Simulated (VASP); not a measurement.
A run of VASP 6.6.1 is set up as follows.

The input INCAR:

```
SYSTEM = Ge
PREC = Accurate
ENCUT = 520
EDIFF = 1E-6
ISMEAR = 1
SIGMA = 0.1
LREAL = .FALSE.
LASPH = .TRUE.
NELM = 150
ALGO = Normal
ISIF = 2
LWAVE = .FALSE.
LCHARG = .FALSE.
LNONCOLLINEAR = .TRUE.
MAGMOM = 0 0 0
LORBIT = 11
LSORBIT = .TRUE.
GGA_COMPAT = .FALSE.
LORBMOM = .TRUE.
NBANDS = 25
```

KPOINTS

```
regular mesh
0
G
  10 10 10
  0 0 0
```

File POSCAR:

```
Ge
1.0
   -1.6084200000      1.6084200000      1.8731800000
    1.6084200000     -1.6084200000      1.8731800000
    1.6084200000      1.6084200000     -1.8731800000
Ge
1
Direct
    0.5000000000      0.5000000000      0.0000000000
```

Potentials or basis: VASP PAW LDA potentials, release 64 (Ge_d).

Run with:

```console
$ cat potpaw_LDA.64/Ge_d/POTCAR > POTCAR
$ mpirun -np 1 vasp_ncl > vasp.out
```

Problem. Estimate the net moment.

Solution. 0.00 μB per cell.

Problem. What does it give for the pressure?

Solution. -5.1 GPa.

Moments on the atoms (μB; x, y, z):
```
Ge  0.00 0.00 0.00
```
